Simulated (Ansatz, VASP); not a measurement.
**Two plane-wave programs on Sn**

Contents of INCAR:

```
AGGAC = 1.0 ; AGGAX = 1.0
ALDAC = 0.0 ; ALDAX = 1.0
ALGO = Normal ; EDIFF = 1E-6
ENCUT = 520 ; GGA = B5
ISIF = 2 ; ISMEAR = -1
LASPH = True ; LCHARG = True
LELF = True ; LREAL = False
LVHAR = True ; LWAVE = False
NBANDS = 21 ; NELM = 80
PREC = Accurate ; SIGMA = 0.1
```

Contents of KPOINTS:

```
k-points
0
Gamma
  13 13 13
```

The input POSCAR:

```
Sn
1.0
    0.0000000000      3.3138319769      3.3138319769
    3.3138319769      0.0000000000      3.3138319769
    3.3138319769      3.3138319769      0.0000000000
Sn
2
Direct
    0.5000000000      0.5000000000      0.5000000000
    0.7500000000      0.7500000000      0.7500000000
```

Input for Ansatz:

```yaml
crystal:
  lattice:
    - [0.0, 3.3138319797, 3.3138319797]
    - [3.3138319797, 0.0, 3.3138319797]
    - [3.3138319797, 3.3138319797, 0.0]
  atoms:
    - { symbol: Sn, position: [0.5, 0.5, 0.5] }
    - { symbol: Sn, position: [0.75, 0.75, 0.75] }
hamiltonian:
  xc: blyp
  pseudopotentials:
    kind: paw
    azcp:
      Sn: "pseudopotentials/Sn.paw.azcp"
basis:
  ecutwfc: 420
  fft_grid_basis: typed
kpoints:
  mp_grid: { grid: [13, 13, 13], shift: [0, 0, 0] }
magnetization:
  spin_polarized: false
scf:
  occupations: { method: fermi_dirac, width: 0.1 }
output:
  stress: true
```

Alike in both runs: task single point; functional BLYP; k mesh 13 × 13 × 13; occupations fermi-dirac, width 0.1 eV; no spin polarisation.

|  | VASP | Ansatz |
| --- | --- | --- |
| version | VASP 6.6.1 | Ansatz 0.2.0 |
| potentials or method | VASP PAW PBE potentials, release 64 (Sn_d), cutoff 520 eV | plane waves (420 eV) with PAW, scalar-relativistic |
| valence electrons in the cell | 28 | 28 |

```csv
,VASP,Ansatz,Ansatz less VASP
pressure (GPa),2.8,2.9,+0.01
```

VASP's potentials were made for PBE, not for BLYP.
